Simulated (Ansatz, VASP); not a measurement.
## TaSiBi: VASP beside Ansatz

Contents of POSCAR:

```
TaSiBi
1.0
    3.6806600000      0.0000000000      0.0000000000
    0.0000000000      3.6806600000      0.0000000000
    0.0000000000      0.0000000000      8.2649170000
Si Bi Ta
2 2 2
Direct
    0.0000000000      0.0000000000      0.0000000000
    0.5000000000      0.5000000000      0.0000000000
    0.5000000000      0.0000000000      0.6090000000
    0.0000000000      0.5000000000      0.3910000000
    0.5000000000      0.0000000000      0.2560000000
    0.0000000000      0.5000000000      0.7440000000
```

INCAR.step1

```
SYSTEM = TaSiBi
ALGO     = Normal         ! electronic algorithm
EDIFF    = 1E-4           ! SCF threshold, eV
ENCUT    = 520            ! plane-wave cutoff, eV
GGA      = PE             ! functional
ISMEAR   = -1             ! smearing method
LASPH    = .True.         ! aspherical terms in the spheres
LCHARG   = .False.        ! write CHGCAR
LREAL    = .False.        ! projectors in reciprocal space
LWAVE    = .True.         ! write WAVECAR
NBANDS   = 39             ! bands
NELM     = 100            ! most SCF steps
PREC     = Accurate       ! precision mode
SIGMA    = 0.1            ! smearing width, eV
```

The input INCAR.step2:

```
SYSTEM = TaSiBi
ALGO     = Normal         ! electronic algorithm
EDIFF    = 1E-7           ! SCF threshold, eV
ENCUT    = 520            ! plane-wave cutoff, eV
ISIF     = 2              ! what is computed and relaxed
ISMEAR   = -1             ! smearing method
ISTART   = 1            
LASPH    = .True.         ! aspherical terms in the spheres
LCHARG   = .False.        ! write CHGCAR
LMIXTAU  = .True.       
LREAL    = .False.        ! projectors in reciprocal space
LWAVE    = .False.        ! write WAVECAR
METAGGA  = R2SCAN         ! meta-GGA
NBANDS   = 39             ! bands
NELM     = 100            ! most SCF steps
PREC     = Accurate       ! precision mode
SIGMA    = 0.1            ! smearing width, eV
```

KPOINTS

```
k-points
0
Gamma
  9 9 4
  0 0 0
```

Input for Ansatz:

```yaml
crystal:
  lattice:
    - [3.68066, 0.0, 0.0]
    - [0.0, 3.68066, 0.0]
    - [0.0, 0.0, 8.264917]
  atoms:
    - { symbol: Si, position: [0.0, 0.0, 0.0] }
    - { symbol: Si, position: [0.5, 0.5, 0.0] }
    - { symbol: Bi, position: [0.5, 0.0, 0.609] }
    - { symbol: Bi, position: [0.0, 0.5, 0.391] }
    - { symbol: Ta, position: [0.5, 0.0, 0.256] }
    - { symbol: Ta, position: [0.0, 0.5, 0.744] }
  symmetry: { tolerance: 0.0003 }
kpoints:
  mp_grid: { grid: [9, 9, 4], shift: [0, 0, 0] }
  band_path:
    path:
      - [0.0, 0.0, 0.0]
      - [0.0, 0.5, 0.0]
      - [0.5, 0.5, 0.0]
      - [0.0, 0.0, 0.0]
      - [0.0, 0.0, 0.5]
      - [0.0, 0.5, 0.5]
      - [0.5, 0.5, 0.5]
      - [0.0, 0.0, 0.5]
      - [0.0, 0.5, 0.0]
      - [0.0, 0.5, 0.5]
      - [0.5, 0.5, 0.0]
    npoints: 6
magnetization:
  spin_polarized: false
scf:
  occupations: { method: fermi_dirac }
  lower_state_search: "off"
  max_iter: 200
hamiltonian:
  pseudopotentials: { kind: paw }
  xc: r2scan
basis:
  ecutwfc: 500
  fft_grid_basis: typed
output:
  forces: true
  stress: true
  eigenvalues: true
  bader: true
  populations: true
  elf: true
  write_potential: true
  volumetric_format: npy
  dos:
    e_range: [-12, 8]
    de: 0.05
    projected: { site_lists: { Bi: [Bi], Si: [Si], Ta: [Ta] } }
checkpoint:
  read: saved_state
```

Alike in both runs: task single point; functional r2SCAN; k mesh 9 × 9 × 4; no spin polarisation.

|  | VASP | Ansatz |
| --- | --- | --- |
| version | VASP 6.6.1 | Ansatz 0.2.0 |
| potentials or method | VASP PAW PBE potentials, release 64 (Si, Bi_d, Ta_pv), cutoff 520 eV | PAW plane waves |
| occupations | fermi-dirac, width 0.1 eV | fermi-dirac |
| valence electrons in the cell | 60 | 64 |

```tsv
	VASP	Ansatz	Ansatz less VASP
pressure (GPa)	6.8	6.6	-0.27
traceless stress, the component that is largest in VASP (GPa)	-5.23	-5.18	+0.048
rms of the force components (eV/Å)	1.350	1.345	-0.0054
```

VASP's potentials were made for PBE, not for r2SCAN. Atom by atom the forces differ by 0.006 eV/Å (rms over components). VASP's potentials hold 60 valence electrons a cell and Ansatz's 64, so a difference there can come from the potentials and not from the codes.

Neither program's run includes spin-orbit coupling.
